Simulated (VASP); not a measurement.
# Al3Zn4Ga5O16 (P1) in VASP: single point with r2SCAN

Aim: the single point of Al3Zn4Ga5O16 with r2SCAN.

All numbers are computed with VASP 6.6.1; they aren't measurements. Logs are shortened: lines on timing, memory, paths and dates and some standing lists are left out, and cuts for length are marked.

## Step 1: The cell of the first run

The typed cell holds 56 atoms: a = 8.247 Å, b = 8.247 Å, c = 8.247 Å, α = 90.00°, β = 90.00°, γ = 90.00°.

## Step 2: Single point, r2SCAN

Input file POSCAR:

```
Al3Zn4Ga5O16
1.0
    8.2470450000      0.0000000000      0.0000000000
    0.0000000000      8.2470450000      0.0000000000
    0.0000000000      0.0000000000      8.2470450000
Zn Ga O Al
8 10 32 6
Direct
    0.8770130000      0.3769010000      0.3728930000
    0.3737230000      0.8732220000      0.3728680000
    0.3728550000      0.3772460000      0.8769590000
    0.1239040000      0.1218960000      0.1289450000
    0.8770560000      0.8732100000      0.8765170000
    0.6271230000      0.6294420000      0.1291100000
    0.6275980000      0.1213670000      0.6210090000
    0.1239010000      0.6292800000      0.6216280000
    0.5004550000      0.9975850000      0.0027110000
    0.7515280000      0.2486320000      0.0015630000
    0.0020680000      0.5022000000      0.0019140000
    0.5004630000      0.5030750000      0.4972270000
    0.2476060000      0.2502740000      0.4972190000
    0.5004090000      0.2503280000      0.2499660000
    0.2475610000      0.9975920000      0.7499120000
    0.7514310000      0.5018330000      0.7484060000
    0.9990230000      0.2485320000      0.7481390000
    0.5003930000      0.7503300000      0.7499810000
    0.5190490000      0.0090750000      0.2425590000
    0.7418560000      0.2319150000      0.2415930000
    0.5112780000      0.2377050000      0.0113400000
    0.7419260000      0.0072690000      0.0193450000
    0.0167430000      0.5187720000      0.2428320000
    0.2350250000      0.7368370000      0.2365030000
    0.0167550000      0.7431420000      0.0184400000
    0.2421440000      0.5176810000      0.0173600000
    0.0080020000      0.0078030000      0.7305740000
    0.2384050000      0.2384040000      0.7380570000
    0.0080100000      0.2309630000      0.5074560000
    0.2312250000      0.0079940000      0.5076270000
    0.2588320000      0.2692930000      0.2578480000
    0.4827410000      0.4918390000      0.2585440000
    0.4883660000      0.2618290000      0.4883850000
    0.2590240000      0.4926170000      0.4814960000
    0.5112220000      0.5116750000      0.7373530000
    0.7418350000      0.7419100000      0.7316110000
    0.5190670000      0.7429260000      0.5087310000
    0.7419460000      0.5196590000      0.5070110000
    0.7674140000      0.7649690000      0.2646720000
    0.9859760000      0.9844970000      0.2650210000
    0.9860230000      0.7653700000      0.4841880000
    0.7655820000      0.9846580000      0.4843330000
    0.7603650000      0.2608500000      0.7605540000
    0.9905810000      0.4896030000      0.7607970000
    0.9906460000      0.2610990000      0.9892330000
    0.7622830000      0.4906040000      0.9903300000
    0.2588350000      0.7582050000      0.7689740000
    0.4883540000      0.9887380000      0.7614640000
    0.4827460000      0.7588540000      0.9914870000
    0.2590470000      0.9818410000      0.9922630000
    0.7527200000      0.9979860000      0.2520210000
    0.2495660000      0.7499570000      0.0034210000
    0.9983970000      0.9978640000      0.4974800000
    0.2495760000      0.5037570000      0.2495990000
    0.7528010000      0.7523100000      0.4977240000
    0.0014510000      0.7518550000      0.2515190000
```

Input file INCAR.step1:

```
SYSTEM = Al3Zn4Ga5O16
PREC = Accurate
ENCUT = 660
ISMEAR = -1
SIGMA = 0.05
LREAL = Auto
LASPH = .TRUE.
NELM = 120
ISYM = 0
NBANDS = 252
GGA = PE
ALGO = Normal
EDIFF = 1E-5
LWAVE = .TRUE.
LCHARG = .FALSE.
GGA_COMPAT = .FALSE.
```

Input file INCAR.step2:

```
SYSTEM = Al3Zn4Ga5O16
PREC = Accurate
ENCUT = 660
EDIFF = 1E-6
ISMEAR = -1
SIGMA = 0.05
LREAL = Auto
LASPH = .TRUE.
NELM = 120
ALGO = Normal
ISIF = 2
LWAVE = .FALSE.
LCHARG = .FALSE.
METAGGA = R2SCAN
LMIXTAU = .TRUE.
ISYM = 0
NBANDS = 252
ISTART = 1
GGA_COMPAT = .FALSE.
```

Input file KPOINTS:

```
Automatic mesh
0
Gamma
  1 1 1
  0.25 0.25 0.25
```

Potentials or basis: VASP PAW PBE potentials, release 64 (Zn, Ga_d, O, Al).

On the command line:

```sh
$ cat potpaw_PBE.64/Zn/POTCAR potpaw_PBE.64/Ga_d/POTCAR potpaw_PBE.64/O/POTCAR potpaw_PBE.64/Al/POTCAR > POTCAR
$ cp INCAR.step1 INCAR
$ mpirun -np 1 vasp_std > vasp.out
$ cp INCAR.step2 INCAR
$ mpirun -np 1 vasp_std > vasp.out
```

OUTCAR:

```text
SYSTEM = Al3Zn4Ga5O16
   PREC = Accurate
   ENCUT = 660
   EDIFF = 1E-6
   ISMEAR = -1
   LREAL = Auto
   LASPH = .TRUE.
   NELM = 120
   ISIF = 2
   METAGGA = R2SCAN
   ISYM = 0
   ISTART = 1

 ion  position               nearest neighbor table
   1  0.877  0.377  0.373-  20 1.96  29 1.96  23 1.96  38 1.96
   2  0.374  0.873  0.373-  24 1.96  19 1.96  37 1.96  30 1.96
   3  0.373  0.377  0.877-  26 1.96  28 1.96  21 1.96  35 1.96
   4  0.124  0.122  0.129-  40 1.96  31 1.96  50 1.96  45 1.96
   5  0.877  0.873  0.877-  36 1.96  27 1.96  25 1.96  22 1.96
   6  0.627  0.629  0.129-  39 1.96  49 1.96  32 1.96  46 1.97
   7  0.628  0.121  0.621-  42 1.96  43 1.96  33 1.96  48 1.96
   8  0.124  0.629  0.622-  41 1.96  47 1.96  34 1.96  44 1.96
   9  0.500  0.998  0.003-  49 1.98  21 1.98  19 1.99  48 1.99  50 2.00  22 2.00  52 2.91  18 2.92
                            14 2.92  51 2.93
  10  0.752  0.249  0.002-  45 1.98  21 1.99  20 1.99  43 1.99  22 2.00  46 2.00  14 2.91  51 2.92
[... 47 lines left out ...]
  49  0.483  0.759  0.991-  52 1.93   6 1.96   9 1.98  18 2.00
  50  0.259  0.982  0.992-  52 1.92   4 1.96   9 2.00  15 2.01
  51  0.753  0.998  0.252-  42 1.92  22 1.92  39 1.93  40 1.93  19 1.93  20 1.93  53 2.86  55 2.87
                            56 2.89  10 2.92   9 2.93  14 2.94
  52  0.250  0.750  0.003-  50 1.92  26 1.92  25 1.92  49 1.93  24 1.93  47 1.94  54 2.87  11 2.89
                            56 2.89   9 2.91  15 2.92  18 2.94
  53  0.998  0.998  0.497-  40 1.92  41 1.92  30 1.92  27 1.93  29 1.93  42 1.93  51 2.86  55 2.86
                            56 2.87  17 2.92  15 2.93  13 2.93
  54  0.250  0.504  0.250-  34 1.92  26 1.92  23 1.92  32 1.93  24 1.93  31 1.94  52 2.87  11 2.89
                            56 2.89  12 2.91  13 2.92  14 2.94
  55  0.753  0.752  0.498-  42 1.92  38 1.92  39 1.93  41 1.93  37 1.93  36 1.93  53 2.86  51 2.87
                            56 2.89  16 2.92  12 2.93  18 2.94
  56  0.001  0.752  0.252-  40 1.93  41 1.93  25 1.93  23 1.93  24 1.93  39 1.94  53 2.87  55 2.89
                            51 2.89  52 2.89  54 2.89  11 2.91

IMPORTANT INFORMATION: All symmetrisations will be switched off!
NOSYMM: (Re-)initialisation of all symmetry stuff for point group C_1.

----------------------------------------------------------------------------------------

                                     Primitive cell

  volume of cell :     560.9125

  direct lattice vectors                    reciprocal lattice vectors
     8.247045000  0.000000000  0.000000000     0.121255553  0.000000000  0.000000000
     0.000000000  8.247045000  0.000000000     0.000000000  0.121255553  0.000000000
     0.000000000  0.000000000  8.247045000     0.000000000  0.000000000  0.121255553

  length of vectors
     8.247045000  8.247045000  8.247045000     0.121255553  0.121255553  0.121255553

  position of ions in fractional coordinates (direct lattice)
     0.877013000  0.376901000  0.372893000
     0.373723000  0.873222000  0.372868000
     0.372855000  0.377246000  0.876959000
     0.123904000  0.121896000  0.128945000
     0.877056000  0.873210000  0.876517000
     0.627123000  0.629442000  0.129110000
[... 48 lines left out ...]
     0.752801000  0.752310000  0.497724000
     0.001451000  0.751855000  0.251519000

  ion indices of the primitive-cell ions
   primitive index   ion index
                 1           1
                 2           2
                 3           3
                 4           4
                 5           5
                 6           6
[... 48 lines left out ...]
                55          55
                56          56

----------------------------------------------------------------------------------------

 KPOINTS: Automatic mesh

Automatic generation of k-mesh.
 Grid dimensions read from file:
 generate k-points for:    1    1    1

 Generating k-lattice:

  Cartesian coordinates                     Fractional coordinates (reciprocal lattice)
     0.121255553  0.000000000  0.000000000     1.000000000  0.000000000  0.000000000
     0.000000000  0.121255553  0.000000000     0.000000000  1.000000000  0.000000000
     0.000000000  0.000000000  0.121255553     0.000000000  0.000000000  1.000000000

  Length of vectors
     0.121255553  0.121255553  0.121255553

  Shift w.r.t. Gamma in fractional coordinates (k-lattice)
     0.250000000  0.250000000  0.250000000

 Subroutine IBZKPT returns following result:
 ===========================================

 Found      4 irreducible k-points:

 Following reciprocal coordinates:
            Coordinates               Weight
  0.250000  0.250000  0.250000      2.000000
 -0.250000  0.250000  0.250000      2.000000
 -0.250000 -0.250000  0.250000      2.000000
  0.250000 -0.250000  0.250000      2.000000
   k-points           NKPTS =      4   k-points in BZ     NKDIM =      4   number of bands    NBANDS=    252
   number of dos      NEDOS =    301   number of ions     NIONS =     56
   total plane-waves  NPLWV = 343000
   dimension x,y,z NGX =    70 NGY =   70 NGZ =   70
   dimension x,y,z NGXF=   140 NGYF=  140 NGZF=  140
   ions per type =               8  10  32   6
   NGX,Y,Z   is equivalent  to a cutoff of  14.11, 14.11, 14.11 a.u.
   NGXF,Y,Z  is equivalent  to a cutoff of  28.22, 28.22, 28.22 a.u.
 SYSTEM =  Al3Zn4Ga5O16
   PREC   = accura    normal or accurate (medium, high low for compatibility)
   ISTART =      1    job   : 0-new  1-cont  2-samecut
   ICHARG =      0    charge: 1-file 2-atom 10-const
   ISPIN  =      1    spin polarized calculation?
   LNONCOLLINEAR =      F non collinear calculations
   LSORBIT =      F    spin-orbit coupling
   LASPH  =      T    aspherical Exc in radial PAW
   ENCUT  =  660.0 eV  48.51 Ry    6.96 a.u.  17.28 17.28 17.28*2*pi/ulx,y,z
   NELM   =    120;   NELMIN=  2; NELMDL=  0     # of ELM steps
   EDIFF  = 0.1E-05   stopping-criterion for ELM
   LREAL  =      T    real-space projection
   EDIFFG = 0.1E-04   stopping-criterion for IOM
   NSW    =      0    number of steps for IOM
   IBRION =     -1    ionic relax: 0-MD 1-quasi-New 2-CG
   NFREE  =      0    steps in history (QN), initial steepest desc. (CG)
   ISIF   =      2    stress and relaxation
   ISYM   =      0    0-nonsym 1-usesym 2-fastsym
   POTIM  = 0.5000    time-step for ionic-motion
   TEBEG  =    0.0;   TEEND  =   0.0 temperature during run
   PSTRESS=    0.0 pullay stress
   NELECT =     436.0000    total number of electrons
   NUPDOWN=      -1.0000    fix difference up-down
   EMIN   =  10.00;   EMAX   =-10.00  energy-range for DOS
   EFERMI =   0.00;   METHOD = LEGACY
   ISMEAR =    -1;   SIGMA  =   0.05  broadening in eV -4-tet -1-fermi 0-gaus
   EFERMI_NEDOS =   21; number of points for ismear=-14 and -15
   IALGO  =     38    algorithm
   IMIX   =      4    mixing-type and parameters
     AMIX     =   0.40;   BMIX     =  1.00
     AMIX_MAG =   1.60;   BMIX_MAG =  1.00
  volume/ion in A,a.u.               =      10.02        67.59
  Fermi-wavevector in a.u.,A,eV,Ry     =   1.505238  2.844488 30.827301  2.265743
  Thomas-Fermi vector in A             =   2.616113
   LORBIT       =      0    0 simple, 1 ext, 2 COOP (PROOUT), +10 PAW based schemes
   METAGGA = R2SCAN    functional components
   LHFCALC =     F    Hartree Fock is set to
   AEXX    =    0.0000 exact exchange contribution
   IVDW    =     0    specifies the selected vdW correction
   LEPSILON=     F    determine dielectric tensor
   LRPA    =     F    only Hartree local field effects (RPA)
 non-spin polarized calculation
  energy-cutoff  :      660.00
  volume of cell :      560.91
 maximum number of plane-waves:     21560
 NGX is ok and might be reduce to    70
   NGX = 35   NGY = 35   NGZ = 35

 number of electron     436.0000039 magnetization

 Free energy of the ion-electron system (eV)
  ---------------------------------------------------
  ext. energy  EPLUGINS =         0.00000000
  ---------------------------------------------------
  free energy    TOTEN  =      -549.10198275 eV

  energy without entropy =     -549.10198275  energy(sigma->0) =     -549.10198275

 E-fermi :   4.4235     XC(G=0): -12.4053

 val. band max:        3.1427744768   @ k =  -0.2500   0.2500   0.2500
 cond. band min:       7.9166438493   @ k =   0.2500  -0.2500   0.2500
 fundamental gap:      4.7738693725
 Fermi energy:         4.4235459738

 k-point     1 :       0.2500    0.2500    0.2500
  band No.  band energies     occupation
      1     -16.4685      2.00000
      2     -16.1363      2.00000
      3     -16.1190      2.00000
      4     -16.1142      2.00000
      5     -15.6711      2.00000
      6     -15.6477      2.00000
[... 222 lines left out ...]
    229      10.9265      0.00000
    230      11.1921      0.00000

 k-point     2 :      -0.2500    0.2500    0.2500
  band No.  band energies     occupation
      1     -16.4682      2.00000
      2     -16.1440      2.00000
      3     -16.1141      2.00000
      4     -16.1117      2.00000
      5     -15.6798      2.00000
      6     -15.6407      2.00000
[... 222 lines left out ...]
    229      10.9128      0.00000
    230      11.1108      0.00000

 k-point     3 :      -0.2500   -0.2500    0.2500
  band No.  band energies     occupation
      1     -16.4682      2.00000
      2     -16.1372      2.00000
      3     -16.1239      2.00000
      4     -16.1117      2.00000
      5     -15.6652      2.00000
      6     -15.6500      2.00000
[... 222 lines left out ...]
    229      10.9297      0.00000
    230      10.9560      0.00000

 k-point     4 :       0.2500   -0.2500    0.2500
  band No.  band energies     occupation
      1     -16.4682      2.00000
      2     -16.1375      2.00000
      3     -16.1238      2.00000
      4     -16.1114      2.00000
      5     -15.6655      2.00000
      6     -15.6499      2.00000
[... 222 lines left out ...]
    229      10.9296      0.00000
    230      10.9561      0.00000
 [bands above 230 left out]

------------------------ aborting loop because EDIFF is reached ----------------------------------------

  FORCE on cell =-STRESS in cart. coord.  units (eV):
  Direction    XX          YY          ZZ          XY          YZ          ZX
  --------------------------------------------------------------------------------------
  -------------------------------------------------------------------------------------
  Total       -1.2344217     -1.0889436     -1.0725995      0.3577705      1.4881221      0.3538674
  in kB       -3.5259735     -3.1104332     -3.0637484      1.0219274      4.2506374      1.0107785
  external PRESSURE =      -3.2333850 kB  Pullay stress =       0.0000000 kB

 VOLUME and BASIS-vectors are now :
 -----------------------------------------------------------------------------
  energy-cutoff  :      660.00
  volume of cell :      560.91
      direct lattice vectors                 reciprocal lattice vectors
     8.247045000  0.000000000  0.000000000     0.121255553  0.000000000  0.000000000
     0.000000000  8.247045000  0.000000000     0.000000000  0.121255553  0.000000000
     0.000000000  0.000000000  8.247045000     0.000000000  0.000000000  0.121255553

 POSITION                                       TOTAL-FORCE (eV/Angst)
 -----------------------------------------------------------------------------------
      7.23277      3.10832      3.07527         0.016169      0.020124      0.010699
      3.08211      7.20150      3.07506         0.000610      0.012855      0.016183
      3.07495      3.11116      7.23232         0.013105      0.017496      0.014180
      1.02184      1.00528      1.06342        -0.015381     -0.015501     -0.017373
      7.23312      7.20140      7.22868         0.012205      0.012600      0.020854
      5.17191      5.19104      1.06478        -0.002737     -0.022567     -0.021071
[... 48 lines left out ...]
      6.20838      6.20433      4.10475         0.022094      0.024613     -0.015043
      0.01197      6.20058      2.07429         0.005704      0.010766      0.010439
 -----------------------------------------------------------------------------------
    total drift:                                0.074893     -0.021769     -0.024814

  FREE ENERGIE OF THE ION-ELECTRON SYSTEM (eV)
  ---------------------------------------------------
  free  energy   TOTEN  =      -549.1019827463 eV

  energy  without entropy=     -549.1019827463  energy(sigma->0) =     -549.10198275
```

Wall time 1.7 h (1 thread of Intel Xeon Platinum 8488C (Sapphire Rapids), shared host); peak memory 1.1 GiB.

What came out:

| Property | Result |
| --- | --- |
| Free energy | -549.1020 eV |
| Pressure | -0.3 GPa |
| Largest force | 0.244 eV/Å |
| Band gap on the k mesh | 4.77 eV |

Forces in eV/Å, atoms in the order of the input:
```
Zn   0.016  0.020  0.011
Zn   0.001  0.013  0.016
Zn   0.013  0.017  0.014
Zn  -0.015 -0.016 -0.017
Zn   0.012  0.013  0.021
Zn  -0.003 -0.023 -0.021
Zn  -0.019 -0.008 -0.005
Zn  -0.016 -0.022 -0.015
Ga   0.003 -0.010  0.003
Ga   0.013 -0.025  0.015
Ga   0.048  0.035  0.034
Ga   0.004  0.000 -0.001
Ga  -0.016  0.013 -0.005
Ga   0.003  0.019 -0.003
Ga  -0.010 -0.014  0.005
Ga   0.017  0.020 -0.029
Ga  -0.022 -0.025 -0.026
Ga   0.004  0.002  0.009
O    0.121  0.043 -0.059
O   -0.053 -0.132 -0.045
O    0.063 -0.058  0.059
O   -0.061  0.037  0.132
O    0.111  0.119 -0.083
O   -0.099 -0.094 -0.096
O    0.109 -0.081  0.119
O   -0.094  0.131  0.129
O    0.059  0.065 -0.132
O   -0.066 -0.064 -0.064
O    0.060 -0.135  0.064
O   -0.133  0.062  0.061
O    0.053  0.131  0.047
O   -0.127 -0.049  0.068
O   -0.056  0.053 -0.053
O    0.067 -0.043 -0.136
O    0.064  0.059 -0.054
O   -0.053 -0.046 -0.130
O    0.121 -0.064  0.041
O   -0.062  0.133  0.035
O    0.110  0.104  0.103
O   -0.127 -0.129  0.159
O   -0.132  0.159 -0.130
O    0.150 -0.134 -0.134
O    0.054  0.063  0.064
O   -0.045 -0.059  0.053
O   -0.048  0.051 -0.055
O    0.048 -0.049 -0.049
O    0.051  0.048  0.130
O   -0.057 -0.051  0.056
O   -0.127  0.071 -0.050
O    0.066 -0.135 -0.043
Al   0.027 -0.014  0.023
Al  -0.011 -0.021  0.011
Al  -0.031 -0.026 -0.022
Al  -0.014  0.010 -0.019
Al   0.022  0.025 -0.015
Al   0.006  0.011  0.010
```

Stress tensor (GPa, compression positive):
```
-0.35  0.10  0.10
 0.10 -0.31  0.43
 0.10  0.43 -0.31
```

Caveat: the PAW data sets were made with another functional, which shifts forces and pressure a little; a shifted mesh leaves out Γ, where band edges can lie.
